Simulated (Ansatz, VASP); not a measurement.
Sn2Sb2Te in VASP and in Ansatz

```
Sn Sb Te
1.0
     5.52871    0.00000    0.00000
    -2.76436    4.78801    0.00000
     0.00000    0.00000    6.30497
Sn Sb Te
2 2 1
Direct
  0.33333 0.66667 0.50000
  0.66667 0.33333 0.50000
  0.33333 0.66667 0.00000
  0.66667 0.33333 0.00000
  0.00000 0.00000 0.50000
```

Alike in both runs: task relaxation of cell and atoms; functional PBE; k mesh 6 × 6 × 4; occupations gaussian, width 0.1 eV; no spin polarisation.

|  | VASP | Ansatz |
| --- | --- | --- |
| version | VASP 6.6.1 | Ansatz 0.2.0 |
| potentials or method | VASP PAW PBE potentials, release 64 (Sn_d, Sb, Te), cutoff 600 eV | scalar-relativistic, plane waves, PAW |
| valence electrons in the cell | 44 | 74 |

```csv
,VASP,Ansatz,Ansatz less VASP
"gap on the k mesh at the Fermi level, each at its own relaxed structure (eV)",none,none,-
relaxed volume (Å³/atom),32.78,32.59,-0.187
relaxed length of the cell vector where the two differ most in proportion (Å),6.274,6.261,-0.0135
```

A gap of «none» marks a metal or a gap that the smearing closes. VASP's potentials hold 44 valence electrons a cell and Ansatz's 74, so a difference there can come from the potentials and not from the codes.

Spin-orbit coupling is off throughout.
